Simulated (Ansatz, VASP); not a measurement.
# HfN: VASP beside Ansatz

INCAR

```
SYSTEM = HfN
PREC = Accurate
ENCUT = 520
EDIFF = 1E-6
ISMEAR = -1
SIGMA = 0.03
LREAL = .False.
LASPH = .True.
NELM = 100
ALGO = Normal
ISIF = 2
LWAVE = .False.
LCHARG = .False.
NBANDS = 14
```

Contents of KPOINTS:

```
regular mesh
0
Gamma
  9 9 9
  0 0 0
```

File POSCAR:

```
HfN
1.0
    0.0000000000      2.2560000000      2.2560000000
    2.2560000000      0.0000000000      2.2560000000
    2.2560000000      2.2560000000      0.0000000000
Hf N
1 1
Direct
   -0.0450000000     -0.0450000000      0.0450000000
    0.5450000000      0.5450000000      0.4550000000
```

Input for Ansatz:

```yaml
crystal:
  lattice:
    - [0.0, 2.256, 2.256]
    - [2.256, 0.0, 2.256]
    - [2.256, 2.256, 0.0]
  atoms:
    - { symbol: Hf, position: [-0.045, -0.045, 0.045] }
    - { symbol: "N", position: [0.545, 0.545, 0.455] }
kpoints:
  mp_grid: { grid: [9, 9, 9] }
scf:
  occupations: { method: fermi_dirac, width: 0.03 }
hamiltonian:
  xc: lda
  pseudopotentials: { kind: paw }
output:
  forces: true
  stress: true
  eigenvalues: true
  populations: true
```

Change from the starting cell: shortest bond scaled by 0.82, PAW files.

Alike in both runs: task single point; functional LDA; k mesh 9 × 9 × 9; occupations fermi-dirac, width 0.03 eV; no spin polarisation.

|  | VASP | Ansatz |
| --- | --- | --- |
| version | VASP 6.6.1 | Ansatz 0.2.0 |
| potentials or method | VASP PAW LDA potentials, release 64 (Hf_pv, N) | PAW with Ansatz's default frozen-core files, scalar-relativistic |
| plane-wave cutoff (eV) | 520 | 420 |
| valence electrons in the cell | 15 | 31 |

Ansatz gave:

| Quantity | Value |
| --- | --- |
| pressure (GPa) | 15.7 |
| traceless stress, the component that is largest in VASP (GPa) | 45.50 |
| rms of the force components (eV/Å) | 3.661 |

Problem. Estimate VASP's values.

Solution. Pressure (GPa): 15.2; traceless stress, the component that is largest in VASP (GPa): 45.86; rms of the force components (eV/Å): 3.722.

LDA's correlation is that of Perdew and Zunger in VASP and of Perdew and Wang (1992) in Ansatz. Atom by atom the forces differ by 0.061 eV/Å (rms over components). VASP's potentials hold 15 valence electrons a cell and Ansatz's 31, so a difference there can come from the potentials and not from the codes.

Neither program's run includes spin-orbit coupling.
